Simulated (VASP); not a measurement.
# HfN (P1) in VASP: single point with PBEsol

Aim: the single point of HfN with PBEsol.

Program: VASP 6.6.1. These are calculated values, not measurements. Logs are shortened: lines on timing, memory, paths and dates and some standing lists are left out, and cuts for length are marked.

## Step 1: The cell of the first run

The typed cell holds 2 atoms: a = 3.183 Å, b = 3.183 Å, c = 3.183 Å, α = 60.00°, β = 60.00°, γ = 60.00°.

## Step 2: Single point, PBEsol (all N atoms moved 0.2 Å in one direction)

INCAR

```
SYSTEM = HfN
PREC     = Accurate       ! precision mode
ENCUT    = 520            ! plane-wave cutoff, eV
EDIFF    = 1E-7           ! SCF threshold, eV
ISMEAR   = 0              ! smearing method
SIGMA    = 0.15           ! smearing width, eV
LREAL    = .FALSE.        ! projectors in reciprocal space
LASPH    = .TRUE.         ! aspherical terms in the spheres
NELM     = 100            ! most SCF steps
ALGO     = Normal         ! electronic algorithm
ISIF     = 2              ! what is computed and relaxed
LWAVE    = .FALSE.        ! write WAVECAR
LCHARG   = .FALSE.        ! write CHGCAR
GGA      = PS             ! functional
NBANDS   = 14             ! bands
```

KPOINTS

```
regular mesh
0
G
  14 14 14
  0 0 0
```

POSCAR

```
HfN
1.0
    0.0000000000      2.2507757578      2.2507757578
    2.2507757578      0.0000000000      2.2507757578
    2.2507757578      2.2507757578      0.0000000000
Hf N
1 1
Direct
    0.0127167433      0.0123376059     -0.0384709114
    0.4872832567      0.4876623941      0.5384709114
```

Potentials or basis: VASP PAW PBE potentials, release 64 (Hf_pv, N).

Command:

```console
cat potpaw_PBE.64/Hf_pv/POTCAR potpaw_PBE.64/N/POTCAR > POTCAR
mpirun -np 1 vasp_std > vasp.out
```

OUTCAR:

```text
SYSTEM = HfN
   PREC = Accurate
   ENCUT = 520
   EDIFF = 1E-7
   ISMEAR = 0
   LREAL = .FALSE.
   LASPH = .TRUE.
   NELM = 100
   ISIF = 2
   GGA = PS

 ion  position               nearest neighbor table
   1  0.013  0.012  0.962-   2 2.14   2 2.14   2 2.14   2 2.37   2 2.37   2 2.37
   2  0.487  0.488  0.538-   1 2.14   1 2.14   1 2.14   1 2.37   1 2.37   1 2.37

  LATTYP: Found a face centered cubic cell.
 ALAT       =     4.5015515156

  Lattice vectors:

 A1 = (   0.0000000000,   2.2507757578,   2.2507757578)
 A2 = (   2.2507757578,   0.0000000000,   2.2507757578)
 A3 = (   2.2507757578,   2.2507757578,   0.0000000000)

Analysis of symmetry for initial positions (statically):
=====================================================================
 Subroutine PRICEL returns:
 Original cell was already a primitive cell.

 Routine SETGRP: Setting up the symmetry group for a
 face centered cubic supercell.

 Subroutine GETGRP returns: Found  1 space group operations
 (whereof  1 operations were pure point group operations)
 out of a pool of 48 trial point group operations.

The static configuration has the point symmetry C_1 .

Analysis of symmetry for dynamics (positions and initial velocities):
=====================================================================
 Subroutine PRICEL returns:
 Original cell was already a primitive cell.

 Routine SETGRP: Setting up the symmetry group for a
 face centered cubic supercell.

 Subroutine GETGRP returns: Found  1 space group operations
 (whereof  1 operations were pure point group operations)
 out of a pool of 48 trial point group operations.

The dynamic configuration has the point symmetry C_1 .

 Subroutine INISYM returns: Found  1 space group operations
 (whereof  1 operations are pure point group operations),
 and found     1 'primitive' translations

----------------------------------------------------------------------------------------

                                     Primitive cell

  volume of cell :      22.8048

  direct lattice vectors                    reciprocal lattice vectors
     0.000000000  2.250775758  2.250775758    -0.222145631  0.222145631  0.222145631
     2.250775758  0.000000000  2.250775758     0.222145631 -0.222145631  0.222145631
     2.250775758  2.250775758  0.000000000     0.222145631  0.222145631 -0.222145631

  length of vectors
     3.183077603  3.183077603  3.183077603     0.384767519  0.384767519  0.384767519

  position of ions in fractional coordinates (direct lattice)
     0.012716743  0.012337606  0.961529089
     0.487283257  0.487662394  0.538470911

  ion indices of the primitive-cell ions
   primitive index   ion index
                 1           1
                 2           2

----------------------------------------------------------------------------------------
[... 87 lines left out ...]
   IALGO  =     38    algorithm
   IMIX   =      4    mixing-type and parameters
     AMIX     =   0.40;   BMIX     =  1.00
     AMIX_MAG =   1.60;   BMIX_MAG =  1.00
  volume/ion in A,a.u.               =      11.40        76.95
  Fermi-wavevector in a.u.,A,eV,Ry     =   1.423737  2.690472 27.579367  2.027026
  Thomas-Fermi vector in A             =   2.544302
   LORBIT       =      0    0 simple, 1 ext, 2 COOP (PROOUT), +10 PAW based schemes
   GGA     = PS    functional components
   LHFCALC =     F    Hartree Fock is set to
   AEXX    =    0.0000 exact exchange contribution
   IVDW    =     0    specifies the selected vdW correction
   LEPSILON=     F    determine dielectric tensor
   LRPA    =     F    only Hartree local field effects (RPA)
 non-spin polarized calculation
 Gauss-broadening in eV      SIGMA  =   0.15
  energy-cutoff  :      520.00
  volume of cell :       22.80
 maximum number of plane-waves:       636
   NGX = 11   NGY = 11   NGZ = 11

 number of electron      15.0000000 magnetization

 Free energy of the ion-electron system (eV)
  ---------------------------------------------------
  ext. energy  EPLUGINS =         0.00000000
  ---------------------------------------------------
  free energy    TOTEN  =       -22.75852249 eV

  energy without entropy =      -22.75236674  energy(sigma->0) =      -22.75544462

 E-fermi :   8.2561     XC(G=0): -12.9348

 val. band max:        8.2503484900   @ k =   0.0000   0.0000   0.0714
 cond. band min:       8.2614269363   @ k =  -0.1429  -0.1429  -0.2143
 fundamental gap:      0.0110784462
 Fermi energy:         8.2561002244

 k-point     1 :       0.0000    0.0000    0.0000
  band No.  band energies     occupation
      1     -22.7023      2.00000
      2     -22.6806      2.00000
      3     -22.6800      2.00000
      4      -9.2095      2.00000
      5       4.6639      2.00000
      6       4.8054      2.00000
      7       4.8096      2.00000
      8       8.1107      1.82947
      9       8.1312      1.76118
     10       8.7958      0.00000
     11      10.1225      0.00000
     12      10.7325      0.00000
     13      10.7502      0.00000
     14      17.7680      0.00000
[... 377 lines left out ...]
      1     -23.6584      2.00000
      2     -22.7675      2.00000
      3     -22.7669      2.00000
      4      -6.6777      2.00000
      5      -0.3312      2.00000
      6       2.0453      2.00000
      7       2.0467      2.00000
      8      10.8570      0.00000
      9      11.8307      0.00000
     10      11.8371      0.00000
     11      13.6880      0.00000
     12      16.9121      0.00000
     13      16.9314      0.00000
     14      20.0590      0.00000

 [... further k-points ...]

------------------------ aborting loop because EDIFF is reached ----------------------------------------

  FORCE on cell =-STRESS in cart. coord.  units (eV):
  Direction    XX          YY          ZZ          XY          YZ          ZX
  --------------------------------------------------------------------------------------
  -------------------------------------------------------------------------------------
  Total        0.4979720      0.4736570      0.4297442     -0.1358641      0.1295782      0.1317606
  in kB       34.9855588     33.2772833     30.1921453     -9.5452763      9.1036529      9.2569802
  external PRESSURE =      32.8183292 kB  Pullay stress =       0.0000000 kB

 VOLUME and BASIS-vectors are now :
 -----------------------------------------------------------------------------
  energy-cutoff  :      520.00
  volume of cell :       22.80
      direct lattice vectors                 reciprocal lattice vectors
     0.000000000  2.250775758  2.250775758    -0.222145631  0.222145631  0.222145631
     2.250775758  0.000000000  2.250775758     0.222145631 -0.222145631  0.222145631
     2.250775758  2.250775758  0.000000000     0.222145631  0.222145631 -0.222145631

 POSITION                                       TOTAL-FORCE (eV/Angst)
 -----------------------------------------------------------------------------------
      2.19196      2.19281      0.05639         1.363143      1.340951     -1.300292
      2.30960      2.30874      2.19438        -1.363143     -1.340951      1.300292
 -----------------------------------------------------------------------------------
    total drift:                                0.000002     -0.000002      0.000008

  FREE ENERGIE OF THE ION-ELECTRON SYSTEM (eV)
  ---------------------------------------------------
  free  energy   TOTEN  =       -22.7585224921 eV

  energy  without entropy=      -22.7523667389  energy(sigma->0) =      -22.75544462
```

stdout:

```text
POSCAR found type information on POSCAR HfN
 POSCAR found :  2 types and       2 ions
 scaLAPACK will be used
 -----------------------------------------------------------------------------
|                                                                             |
|                                                                             |
|     You enforced a specific xc type in the INCAR file but a different       |
|     I HOPE YOU KNOW WHAT YOU ARE DOING!                                     |
|                                                                             |
 -----------------------------------------------------------------------------

 LDA part: xc-table for (Slater+PW92), standard interpolation
 POSCAR, INCAR and KPOINTS ok, starting setup
 FFT: planning ... GRIDC
 FFT: planning ... GRID_SOFT
 FFT: planning ... GRID
 WAVECAR not read
 entering main loop
```

It took 12 min on 1 thread of AMD EPYC 7R13, shared host; peak memory 0.51 GiB.

What came out:

* Free energy: -22.7585 eV
* Pressure: 3.3 GPa
* Largest force: 2.312 eV/Å
* Band gap on the k mesh: zero (an odd number of electrons rules out a gap without spin polarisation)

Forces on the atoms (eV/Å):
```
Hf   1.363  1.341 -1.300
N   -1.363 -1.341  1.300
```

Caveat: the cell differs from its parent crystal (all N atoms moved 0.2 Å in one direction); the cell stands under pressure; the PAW data sets were made with another functional, which shifts forces and pressure a little; spin-orbit coupling is left out, which moves the levels of the heavy elements.
